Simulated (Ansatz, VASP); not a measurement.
Two plane-wave programs on KMgBe6

```
K Mg Be
1.0
     3.45177    1.99288    2.26457
    -3.45177    1.99288    2.26457
     0.00000   -3.98577    2.26457
K Mg Be
1 1 6
Direct
  0.50000 0.50000 0.50000
  0.00000 0.00000 0.00000
  0.26500 0.26500 0.92600
  0.92600 0.26500 0.26500
  0.26500 0.92600 0.26500
  0.07400 0.73500 0.73500
  0.73500 0.73500 0.07400
  0.73500 0.07400 0.73500
```

Alike in both runs: task single point; functional PBE; k mesh 6 × 6 × 6; occupations gaussian, width 0.1 eV; no spin polarisation.

|  | VASP | Ansatz |
| --- | --- | --- |
| version | VASP 6.6.1 | Ansatz 0.2.0 |
| potentials or method | VASP PAW PBE potentials, release 64 (K_sv, Mg, Be), cutoff 520 eV | scalar-relativistic, plane waves, PAW |
| valence electrons in the cell | 23 | 31 |

|  | VASP | Ansatz | Ansatz less VASP |
| --- | --- | --- | --- |
| gap on the k mesh at the Fermi level (eV) | none | none | - |
| rms of the force components (eV/Å) | 3.937 | 3.858 | -0.0785 |

Atom by atom the forces differ by 0.079 eV/Å (rms over components). A gap of «none» marks a metal or a gap that the smearing closes. The functional is the same, so the differences come from potentials, cutoffs and numerics. VASP's potentials hold 23 valence electrons a cell and Ansatz's 31, so a difference there can come from the potentials and not from the codes.
